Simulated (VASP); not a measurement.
A run of VASP 6.6.1 is set up as follows.

File POSCAR:

```
Al
1.0
   -1.5434821293      1.5434821293      1.5912186900
    1.5434821293     -1.5434821293      1.5912186900
    1.5434821293      1.5434821293     -1.5912186900
Al
1
Direct
    0.0000000000      0.0000000000      0.0000000000
```

Contents of INCAR.step1:

```
PREC = Accurate
ENCUT = 520
ISMEAR = 0
SIGMA = 0.15
LREAL = False
LASPH = True
NELM = 80
NBANDS = 8
GGA = PE
ALGO = Normal
EDIFF = 1E-4
LWAVE = True
LCHARG = False
```

Contents of INCAR.step2:

```
PREC = Accurate
ENCUT = 520
EDIFF = 1E-6
ISMEAR = 0
SIGMA = 0.15
LREAL = False
LASPH = True
NELM = 80
ALGO = Normal
ISIF = 2
LWAVE = False
LCHARG = True
METAGGA = R2SCAN
LMIXTAU = True
LELF = True
LVHAR = True
NBANDS = 8
ISTART = 1
```

KPOINTS

```
Automatic mesh
0
Gamma
  20 20 20
```

Potentials or basis: VASP PAW PBE potentials, release 64 (Al).

Command:

```bash
$ cat potpaw_PBE.64/Al/POTCAR > POTCAR
$ cp INCAR.step1 INCAR
$ mpirun -np 1 vasp_std > vasp.out
$ cp INCAR.step2 INCAR
$ mpirun -np 1 vasp_std > vasp.out
```

Q: What does it give for the pressure?

A: 5.9 GPa.

Stress tensor (GPa, compression positive):
```
5.26 0.00 0.00
0.00 5.26 0.00
0.00 0.00 7.23
```

Caveat: the cell differs from its parent crystal (strain -0.030 along x and y, +0.000 along z); the PAW data sets were made with another functional, which shifts forces and pressure a little.
